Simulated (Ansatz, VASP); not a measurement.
**BP2 in VASP and in Ansatz**

```
B P
1.0
    -2.02867    2.02867    2.35558
     2.02867   -2.02867    2.35558
     2.02867    2.02867   -2.35558
B P
1 2
Direct
  0.00000 0.00000 0.00000
  0.50000 0.00000 0.50000
  0.00000 0.50000 0.50000
```

Alike in both runs: functional PBE; k mesh 6 × 6 × 6; occupations gaussian, width 0.2 eV; no spin polarisation.

Ansatz relaxed the structure, and its values are those at the end. VASP's run is a single point on that final structure, the one shown.

```csv
,VASP,Ansatz
version,VASP 6.6.1,Ansatz 0.2.0
potentials or method,"VASP PAW PBE potentials, release 64 (B, P), cutoff 500 eV","scalar-relativistic, plane waves, PAW"
valence electrons in the cell,13,13
```

|  | VASP | Ansatz | Ansatz less VASP |
| --- | --- | --- | --- |
| gap on the k mesh at the Fermi level (eV) | none | none | - |
| pressure (GPa) | -0.1 | 0.1 | +0.19 |

A gap of «none» marks a metal or a gap that the smearing closes.

The k mesh is coarse, so the values compare programs but aren't converged.
